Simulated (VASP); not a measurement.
Crystal: Al.

```
CELL_PARAMETERS angstrom
-2.31781 2.31781 2.24924
2.31781 -2.31781 2.24924
2.31781 2.31781 -2.24924
ATOMIC_POSITIONS crystal
Al 0.56129 0.56129 0.00000
Al 0.35829 0.85829 0.50000
Al 0.85829 0.35829 0.50000
```

The cell was built from a structure type or drawn by symmetry, and may not be a known phase.

- Program: VASP 6.6.1
- Task: relaxation of cell and atoms
- Functional: PBE
- Potentials or basis: VASP PAW PBE potentials, release 64 (Al)
- Cutoff: 600 eV
- k mesh: 6 × 6 × 6
- Occupations: gaussian, width 0.1 eV
- Spin: no spin polarisation

At the start: pressure 28.8 GPa; volume 16.11 Å³/atom.

Where does the relaxation end?

Over 17 steps the energy falls by 586.8 meV/atom and the volume is 19.79 Å³/atom (+22.8 %); space group I4mm (No. 107, to 0.1 Å) before, Fm-3m (No. 225, to 0.1 Å).

The path:
| step | energy change (eV) | largest force (eV/Å) | pressure (GPa) | volume (Å³) |
| --- | --- | --- | --- | --- |
| 1 | 0.0000 | 1.1302 | 28.78 | 48.33 |
| 2 | -1.3703 | 0.3969 | -6.58 | 70.90 |
| 3 | -1.4983 | 0.5840 | -1.38 | 63.24 |
| 4 | -1.5024 | 0.5493 | -2.67 | 64.68 |
| 5 | -1.5028 | 0.5578 | -2.37 | 64.33 |
| 6 | -1.6181 | 0.5546 | -1.14 | 62.15 |
| 7 | -1.6554 | 0.5240 | 0.00 | 60.70 |
| 8 | -1.7131 | 0.3785 | 2.58 | 57.74 |
| 9 | -1.7479 | 0.0374 | -0.49 | 60.13 |
| 10 | -1.7480 | 0.0246 | -0.60 | 60.23 |
| 11 | -1.7524 | 0.0502 | -0.37 | 59.83 |
| 12 | -1.7508 | 0.3169 | 0.92 | 58.59 |
| 13 | -1.7553 | 0.1500 | 0.03 | 59.35 |
| 14 | -1.7590 | 0.1080 | 0.28 | 59.10 |
| 15 | -1.7596 | 0.0793 | 0.46 | 58.93 |
| 16 | -1.7599 | 0.0076 | -0.43 | 59.73 |
| 17 | -1.7605 | 0.0308 | -0.04 | 59.37 |

Final structure:
```xyz
3
Lattice="-2.1868 2.1868 3.1036 2.1868 -2.1868 3.1036 2.1868 2.1868 -3.1036" Properties=species:S:1:pos:R:3 pbc="T T T"
Al    0.0000    0.0000    3.6819
Al    2.1868    0.0000    2.1251
Al    0.0000    2.1868    2.1251
```

Caveat: the volume moved by over 15 % at a fixed basis, so the end points are rough.
